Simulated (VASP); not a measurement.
Here is a VASP 6.6.1 calculation.

File INCAR:

```
PREC = Accurate
ENCUT = 500
EDIFF = 1E-6
ISMEAR = -1
SIGMA = 0.1
LREAL = False
LASPH = True
NELM = 120
ALGO = Normal
ISIF = 2
LWAVE = False
LCHARG = False
GGA = PE
NBANDS = 10
GGA_COMPAT = False
```

The input KPOINTS:

```
regular mesh
0
Gamma
  15 15 15
```

File POSCAR:

```
Ir
1.0
   -0.0047890000      1.9156000000      1.9156000000
    1.9156000000     -0.0047890000      1.9156000000
    1.9108110000      1.9108110000      0.0000000000
Ir
1
Direct
    0.0000000000      0.0000000000      0.0000000000
```

Potentials or basis: VASP PAW PBE potentials, release 64 (Ir).

The run is started by

```bash
$ cat potpaw_PBE.64/Ir/POTCAR > POTCAR
$ mpirun -np 1 vasp_std > vasp.out
```

(1) What does it give for the band gap on the k mesh?

(2) Predict the pressure.

Answers

(1) zero (an odd number of electrons rules out a gap without spin polarisation).

(2) 12.3 GPa.

Caveat: the cell stands under pressure; spin-orbit coupling is left out, which moves the levels of the heavy elements.
